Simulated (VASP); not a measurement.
Input of a VASP 6.6.1 run:

File INCAR:

```
PREC = Accurate
ENCUT = 520
EDIFF = 1E-6
ISMEAR = -1
SIGMA = 0.15
LREAL = False
LASPH = True
NELM = 100
ALGO = Normal
ISIF = 2
LWAVE = False
LCHARG = False
GGA = PS
NBANDS = 28
```

The input KPOINTS:

```
Automatic mesh
0
Gamma
  6 6 6
```

File POSCAR:

```
Ti3Al
1.0
    0.0000000000      3.2317810000      3.2317810000
    3.2317810000      0.0000000000      3.2317810000
    3.2317810000      3.2317810000      0.0000000000
Ti Al
3 1
Direct
    0.7500000000      0.7500000000      0.7500000000
    0.2500000000      0.2500000000      0.2500000000
    0.0000000000      0.0000000000      0.0000000000
    0.5000000000      0.5000000000      0.5000000000
```

Potentials or basis: VASP PAW PBE potentials, release 64 (Ti_sv, Al).

Launch:

```console
$ cat potpaw_PBE.64/Ti_sv/POTCAR potpaw_PBE.64/Al/POTCAR > POTCAR
$ mpirun -np 1 vasp_std > vasp.out
```

Predict the pressure.

-4.3 GPa.

Caveat: the PAW data sets were made with another functional, which shifts forces and pressure a little.
